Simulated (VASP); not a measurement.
Set up this calculation in VASP 6.6.1, as the native input.

```
Task                   : relaxation of cell and atoms
Functional             : PBEsol
Potentials or basis    : VASP PAW PBE potentials, release 64 (B, N)
Cutoff                 : 600 eV
k mesh                 : 10 × 10 × 10
Occupations            : fermi-dirac, width 0.03 eV
Spin                   : no spin polarisation
Dipole correction      : no
Further INCAR settings : ALGO = Normal; EDIFF = 1e-07; IBRION = 2; EDIFFG = -0.01; NSW = 100; ISIF = 3
```

The structure of BN lies in POSCAR:

```
BN
1.0
    0.0000000000      1.6858627860      1.6858627860
    1.6858627860      0.0000000000      1.6858627860
    1.6858627860      1.6858627860      0.0000000000
B N
1 1
Direct
    0.0000000000      0.0000000000      0.0000000000
    0.2500000000      0.2500000000      0.2500000000
```

These files were run (other wordings do the same):

INCAR

```
SYSTEM = BN
  ALGO = Normal
  EDIFF = 1E-7
  EDIFFG = -0.01
  ENCUT = 600
  GGA = PS
  IBRION = 2
  ISIF = 3
  ISMEAR = -1
  LASPH = .TRUE.
  LCHARG = .FALSE.
  LREAL = .FALSE.
  LWAVE = .FALSE.
  NELM = 100
  NSW = 100
  PREC = Accurate
  SIGMA = 0.03
```

KPOINTS

```
k-points
0
G
  10 10 10
  0 0 0
```

Potentials or basis: VASP PAW PBE potentials, release 64 (B, N).

Launch:

```console
$ cat potpaw_PBE.64/B/POTCAR potpaw_PBE.64/N/POTCAR > POTCAR
$ mpirun -np 1 vasp_std > vasp.out
```

It gave:

```
Relaxed volume                         : 5.87 Å³/atom
Relaxed cell                           : a = 2.551 Å, b = 2.551 Å, c = 2.551 Å, α = 60.00°, β = 60.00°, γ = 60.00°
Space group after relaxing (to 0.05 Å) : F-43m (No. 216)
Energy gained by relaxing              : 324.5 meV/atom
Ionic steps                            : 18
Pressure after relaxing                : 0.1 GPa
Band gap on the k mesh                 : 4.28 eV, indirect (least direct gap 8.79 eV)
```

Caveat: the volume moved by over 15 % at a fixed basis, so the end points are rough; the PAW data sets were made with another functional, which shifts forces and pressure a little.

It took 33 s on 1 thread of Intel(R) Xeon(R) Platinum 8259CL CPU @ 2.50GHz (Skylake/Cascade Lake), on a shared host, peak memory 0.12 GiB.
